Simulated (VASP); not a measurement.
# Sr3Mg (I4/mmm) in VASP: single point with LDA

Aim: the single point of Sr3Mg with LDA.

All numbers are computed with VASP 6.6.1; they aren't measurements. Logs are shortened: lines on timing, memory, paths and dates and some standing lists are left out, and cuts for length are marked.

## 1. The cell of the first run

It takes space group I4/mmm (No. 139, tetragonal). Conventional cell: a = 5.530 Å, b = 5.530 Å, c = 11.849 Å, α = 90.00°, β = 90.00°, γ = 90.00°. Sr (site symmetry 4/mmm) has 4 Mg at 3.91 Å and 8 Sr at 4.05 Å within 5.1 Å. Within 5.1 Å of Sr (site symmetry -4m2) lie 8 Sr at 3.91 to 4.05 Å and 4 Mg at 4.05 Å. Within 5.1 Å of Mg (site symmetry 4/mmm) lie 12 Sr at 3.91 to 4.05 Å.

## 2. Single point, LDA

INCAR

```
PREC     = Accurate       # precision mode
ENCUT    = 520            # plane-wave cutoff, eV
EDIFF    = 1E-7           # SCF threshold, eV
ISMEAR   = 0              # smearing method
SIGMA    = 0.05           # smearing width, eV
LREAL    = False          # projectors in reciprocal space
LASPH    = True           # aspherical terms in the spheres
NELM     = 80             # most SCF steps
ALGO     = Fast           # electronic algorithm
ISIF     = 2              # what is computed and relaxed
LWAVE    = False          # write WAVECAR
LCHARG   = True           # write CHGCAR
GGA      = CA             # functional
LELF     = True           # ELF
LVHAR    = True         
NBANDS   = 24             # bands
```

KPOINTS

```
Automatic mesh
0
Gamma
  10 10 10
```

POSCAR

```
Sr3Mg
1.0
   -2.7647800000      2.7647800000      5.9243500000
    2.7647800000     -2.7647800000      5.9243500000
    2.7647800000      2.7647800000     -5.9243500000
Sr Mg
3 1
Direct
    0.5000000000      0.5000000000      0.0000000000
    0.2500000000      0.7500000000      0.5000000000
    0.7500000000      0.2500000000      0.5000000000
    0.0000000000      0.0000000000      0.0000000000
```

Potentials or basis: VASP PAW LDA potentials, release 64 (Sr_sv, Mg).

On the command line:

```bash
$ cat potpaw_LDA.64/Sr_sv/POTCAR potpaw_LDA.64/Mg/POTCAR > POTCAR
$ mpirun -np 1 vasp_std > vasp.out
```

OUTCAR:

```text
PREC = Accurate
   ENCUT = 520
   EDIFF = 1E-7
   ISMEAR = 0
   LREAL = False
   LASPH = True
   NELM = 80
   ISIF = 2
   GGA = CA

 ion  position               nearest neighbor table
   1  0.500  0.500  0.000-   4 3.91   4 3.91   4 3.91   4 3.91   3 4.05   2 4.05   3 4.05   3 4.05
                             2 4.05   2 4.05   3 4.05   2 4.05
   2  0.250  0.750  0.500-   3 3.91   3 3.91   3 3.91   3 3.91   4 4.05   1 4.05   4 4.05   1 4.05
                             4 4.05   4 4.05   1 4.05   1 4.05
   3  0.750  0.250  0.500-   2 3.91   2 3.91   2 3.91   2 3.91   4 4.05   1 4.05   4 4.05   4 4.05
                             1 4.05   1 4.05   4 4.05   1 4.05
   4  0.000  0.000  0.000-   1 3.91   1 3.91   1 3.91   1 3.91   3 4.05   2 4.05   3 4.05   2 4.05
                             3 4.05   3 4.05   2 4.05   2 4.05

  LATTYP: Found a body centered tetragonal cell.
 ALAT       =     5.5295600000
 C/A-ratio  =     2.1427925549

  Lattice vectors:

 A1 = (  -2.7647800000,   2.7647800000,   5.9243500000)
 A2 = (   2.7647800000,  -2.7647800000,   5.9243500000)
 A3 = (   2.7647800000,   2.7647800000,  -5.9243500000)

Analysis of symmetry for initial positions (statically):
=====================================================================
 Subroutine PRICEL returns:
 Original cell was already a primitive cell.

 Routine SETGRP: Setting up the symmetry group for a
 body centered tetragonal supercell.

 Subroutine GETGRP returns: Found 16 space group operations
 (whereof 16 operations were pure point group operations)
 out of a pool of 16 trial point group operations.

The static configuration has the point symmetry D_4h.

Analysis of symmetry for dynamics (positions and initial velocities):
=====================================================================
 Subroutine PRICEL returns:
 Original cell was already a primitive cell.

 Routine SETGRP: Setting up the symmetry group for a
 body centered tetragonal supercell.

 Subroutine GETGRP returns: Found 16 space group operations
 (whereof 16 operations were pure point group operations)
 out of a pool of 16 trial point group operations.

The dynamic configuration has the point symmetry D_4h.

 Subroutine INISYM returns: Found 16 space group operations
 (whereof 16 operations are pure point group operations),
 and found     1 'primitive' translations

----------------------------------------------------------------------------------------

                                     Primitive cell

  volume of cell :     181.1431

  direct lattice vectors                    reciprocal lattice vectors
    -2.764780000  2.764780000  5.924350000     0.000000000  0.180846216  0.084397444
     2.764780000 -2.764780000  5.924350000     0.180846216  0.000000000  0.084397444
     2.764780000  2.764780000 -5.924350000     0.180846216  0.180846216  0.000000000

  length of vectors
     7.098305419  7.098305419  7.098305419     0.199570244  0.199570244  0.255755171

  position of ions in fractional coordinates (direct lattice)
     0.500000000  0.500000000  0.000000000
     0.250000000  0.750000000  0.500000000
     0.750000000  0.250000000  0.500000000
     0.000000000  0.000000000  0.000000000

  ion indices of the primitive-cell ions
   primitive index   ion index
                 1           1
                 2           2
                 3           3
                 4           4

----------------------------------------------------------------------------------------

 KPOINTS: Automatic mesh

Automatic generation of k-mesh.
 Grid dimensions read from file:
 generate k-points for:   10   10   10

 Generating k-lattice:

  Cartesian coordinates                     Fractional coordinates (reciprocal lattice)
     0.000000000  0.018084622  0.008439744     0.100000000  0.000000000  0.000000000
     0.018084622  0.000000000  0.008439744     0.000000000  0.100000000  0.000000000
     0.018084622  0.018084622  0.000000000     0.000000000  0.000000000  0.100000000

  Length of vectors
     0.019957024  0.019957024  0.025575517

  Shift w.r.t. Gamma in fractional coordinates (k-lattice)
     0.000000000  0.000000000  0.000000000

 Subroutine IBZKPT returns following result:
 ===========================================

 Found    102 irreducible k-points:

 Following reciprocal coordinates:
            Coordinates               Weight
  0.000000  0.000000  0.000000      1.000000
  0.100000  0.000000  0.000000      8.000000
  0.200000  0.000000  0.000000      8.000000
  0.300000  0.000000  0.000000      8.000000
  0.400000  0.000000 -0.000000      8.000000
  0.500000 -0.000000  0.000000      4.000000
[... 16 lines left out ...]
  0.300000  0.300000  0.000000      8.000000
  0.400000  0.300000 -0.000000     16.000000
 [... further k-points ...]
   k-points           NKPTS =    102   k-points in BZ     NKDIM =    102   number of bands    NBANDS=     24
   number of dos      NEDOS =    301   number of ions     NIONS =      4
   total plane-waves  NPLWV = 157464
   dimension x,y,z NGX =    54 NGY =   54 NGZ =   54
   dimension x,y,z NGXF=   108 NGYF=  108 NGZF=  108
   ions per type =               3   1
   NGX,Y,Z   is equivalent  to a cutoff of  12.65, 12.65, 12.65 a.u.
   NGXF,Y,Z  is equivalent  to a cutoff of  25.29, 25.29, 25.29 a.u.
 SYSTEM =  unknown system
   PREC   = accura    normal or accurate (medium, high low for compatibility)
   ISTART =      0    job   : 0-new  1-cont  2-samecut
   ICHARG =      2    charge: 1-file 2-atom 10-const
   ISPIN  =      1    spin polarized calculation?
   LNONCOLLINEAR =      F non collinear calculations
   LSORBIT =      F    spin-orbit coupling
   LASPH  =      T    aspherical Exc in radial PAW
   ENCUT  =  520.0 eV  38.22 Ry    6.18 a.u.  13.20 13.20 13.20*2*pi/ulx,y,z
   NELM   =     80;   NELMIN=  2; NELMDL= -5     # of ELM steps
   EDIFF  = 0.1E-06   stopping-criterion for ELM
   LREAL  =      F    real-space projection
   EDIFFG = 0.1E-05   stopping-criterion for IOM
   NSW    =      0    number of steps for IOM
   IBRION =     -1    ionic relax: 0-MD 1-quasi-New 2-CG
   NFREE  =      0    steps in history (QN), initial steepest desc. (CG)
   ISIF   =      2    stress and relaxation
   ISYM   =      2    0-nonsym 1-usesym 2-fastsym
   POTIM  = 0.5000    time-step for ionic-motion
   TEBEG  =    0.0;   TEEND  =   0.0 temperature during run
   PSTRESS=    0.0 pullay stress
   NELECT =      32.0000    total number of electrons
   NUPDOWN=      -1.0000    fix difference up-down
   EMIN   =  10.00;   EMAX   =-10.00  energy-range for DOS
   EFERMI =   0.00;   METHOD = LEGACY
   ISMEAR =     0;   SIGMA  =   0.05  broadening in eV -4-tet -1-fermi 0-gaus
   EFERMI_NEDOS =   21; number of points for ismear=-14 and -15
   IALGO  =     68    algorithm
   IMIX   =      4    mixing-type and parameters
     AMIX     =   0.40;   BMIX     =  1.00
     AMIX_MAG =   1.60;   BMIX_MAG =  1.00
  volume/ion in A,a.u.               =      45.29       305.60
  Fermi-wavevector in a.u.,A,eV,Ry     =   0.918581  1.735867 11.480478  0.843791
  Thomas-Fermi vector in A             =   2.043679
   LORBIT       =      0    0 simple, 1 ext, 2 COOP (PROOUT), +10 PAW based schemes
   GGA     = CA    functional components
   LHFCALC =     F    Hartree Fock is set to
   AEXX    =    0.0000 exact exchange contribution
   IVDW    =     0    specifies the selected vdW correction
   LEPSILON=     F    determine dielectric tensor
   LRPA    =     F    only Hartree local field effects (RPA)
 non-spin polarized calculation
 RMM-DIIS sequential band-by-band and
 Gauss-broadening in eV      SIGMA  =   0.05
  energy-cutoff  :      520.00
  volume of cell :      181.14
 maximum number of plane-waves:      4910
 NGX is ok and might be reduce to    54
   NGX = 27   NGY = 27   NGZ = 27

 number of electron      32.0000000 magnetization

 Free energy of the ion-electron system (eV)
  ---------------------------------------------------
  ext. energy  EPLUGINS =         0.00000000
  ---------------------------------------------------
  free energy    TOTEN  =        -7.26574721 eV

  energy without entropy =       -7.25957500  energy(sigma->0) =       -7.26266111

 E-fermi :   1.5792     XC(G=0):  -7.8411

 val. band max:        1.5773398738   @ k =  -0.3000  -0.4000   0.3000
 cond. band min:       1.5804686928   @ k =   0.3000   0.3000   0.2000
 fundamental gap:      0.0031288191
 Fermi energy:         1.5791833278

 k-point     1 :       0.0000    0.0000    0.0000
  band No.  band energies     occupation
      1     -34.7014      2.00000
      2     -34.6715      2.00000
      3     -34.6499      2.00000
      4     -16.9239      2.00000
      5     -16.8811      2.00000
      6     -16.8811      2.00000
[... 16 lines left out ...]
     23       3.4811      0.00000
     24       4.3284      0.00000

 k-point     2 :       0.1000    0.0000    0.0000
  band No.  band energies     occupation
      1     -34.7007      2.00000
      2     -34.6714      2.00000
      3     -34.6507      2.00000
      4     -16.9244      2.00000
      5     -16.8769      2.00000
      6     -16.8732      2.00000
[... 16 lines left out ...]
     23       3.7544      0.00000
     24       4.5036      0.00000

 k-point     3 :       0.2000    0.0000    0.0000
  band No.  band energies     occupation
      1     -34.6989      2.00000
      2     -34.6711      2.00000
      3     -34.6529      2.00000
      4     -16.9213      2.00000
      5     -16.8651      2.00000
      6     -16.8576      2.00000
[... 16 lines left out ...]
     23       4.2564      0.00000
     24       4.4272      0.00000

 k-point     4 :       0.3000    0.0000    0.0000
  band No.  band energies     occupation
      1     -34.6965      2.00000
      2     -34.6701      2.00000
      3     -34.6562      2.00000
      4     -16.9115      2.00000
      5     -16.8484      2.00000
      6     -16.8476      2.00000
[... 16 lines left out ...]
     23       4.0881      0.00000
     24       4.4991      0.00000

 k-point     5 :       0.4000    0.0000   -0.0000
  band No.  band energies     occupation
      1     -34.6945      2.00000
      2     -34.6680      2.00000
      3     -34.6603      2.00000
      4     -16.8992      2.00000
      5     -16.8424      2.00000
      6     -16.8325      2.00000
[... 16 lines left out ...]
     23       3.8079      0.00000
     24       4.2996      0.00000

 k-point     6 :       0.5000   -0.0000    0.0000
  band No.  band energies     occupation
      1     -34.6937      2.00000
      2     -34.6653      2.00000
      3     -34.6636      2.00000
      4     -16.8939      2.00000
      5     -16.8369      2.00000
      6     -16.8259      2.00000
[... 16 lines left out ...]
     23       3.6979      0.00000
     24       4.1790      0.00000
[... 379 lines left out ...]
 k-point    21 :      -0.3000    0.2000    0.0000
  band No.  band energies     occupation
      1     -34.6960      2.00000
      2     -34.6687      2.00000
      3     -34.6580      2.00000
      4     -16.9449      2.00000
      5     -16.8425      2.00000
      6     -16.8364      2.00000
[... 16 lines left out ...]
     23       4.3585      0.00000
     24       4.4312      0.00000

 k-point    22 :      -0.2000    0.2000    0.0000
  band No.  band energies     occupation
      1     -34.6977      2.00000
      2     -34.6698      2.00000
      3     -34.6552      2.00000
      4     -16.9421      2.00000
      5     -16.8541      2.00000
      6     -16.8247      2.00000
[... 16 lines left out ...]
     23       4.4691      0.00000
     24       4.5752      0.00000

 k-point    23 :       0.3000    0.3000    0.0000
  band No.  band energies     occupation
      1     -34.6930      2.00000
      2     -34.6696      2.00000
      3     -34.6600      2.00000
      4     -16.9359      2.00000
      5     -16.8877      2.00000
      6     -16.8238      2.00000
[... 16 lines left out ...]
     23       3.7751      0.00000
     24       4.5961      0.00000

 k-point    24 :       0.4000    0.3000   -0.0000
  band No.  band energies     occupation
      1     -34.6924      2.00000
      2     -34.6677      2.00000
      3     -34.6624      2.00000
      4     -16.9397      2.00000
      5     -16.9009      2.00000
      6     -16.8447      2.00000
[... 16 lines left out ...]
     23       3.8072      0.00000
     24       4.4936      0.00000

 [... further k-points ...]
[... 5 lines left out ...]
  --------------------------------------------------------------------------------------
  -------------------------------------------------------------------------------------
  Total       -1.5934560     -1.5934560     -2.0551766      0.0000000      0.0000000      0.0000000
  in kB      -14.0938229    -14.0938229    -18.1776553      0.0000000      0.0000000      0.0000000
  external PRESSURE =     -15.4551004 kB  Pullay stress =       0.0000000 kB

 VOLUME and BASIS-vectors are now :
 -----------------------------------------------------------------------------
  energy-cutoff  :      520.00
  volume of cell :      181.14
      direct lattice vectors                 reciprocal lattice vectors
    -2.764780000  2.764780000  5.924350000     0.000000000  0.180846216  0.084397444
     2.764780000 -2.764780000  5.924350000     0.180846216  0.000000000  0.084397444
     2.764780000  2.764780000 -5.924350000     0.180846216  0.180846216  0.000000000

 POSITION                                       TOTAL-FORCE (eV/Angst)
 -----------------------------------------------------------------------------------
      0.00000      0.00000      5.92435        -0.000000      0.000000      0.000000
      2.76478      0.00000      2.96217        -0.000000     -0.000000      0.000000
      0.00000      2.76478      2.96217         0.000000      0.000000     -0.000000
      0.00000      0.00000      0.00000        -0.000000      0.000000      0.000000
 -----------------------------------------------------------------------------------
    total drift:                                0.000000      0.000000      0.000000

  FREE ENERGIE OF THE ION-ELECTRON SYSTEM (eV)
  ---------------------------------------------------
  free  energy   TOTEN  =        -7.2657472140 eV

  energy  without entropy=       -7.2595750009  energy(sigma->0) =       -7.26266111
```

Wall time 21 min (1 thread of Intel Xeon 6975P-C, shared host); peak memory 0.59 GiB.

What came out:

```yaml
Free_energy: -7.2657 eV
Pressure: -1.5 GPa
Band_gap_on_the_k_mesh: zero (band 16 reaches 2.02 eV, above the bottom of band 17 at 1.44 eV)
```
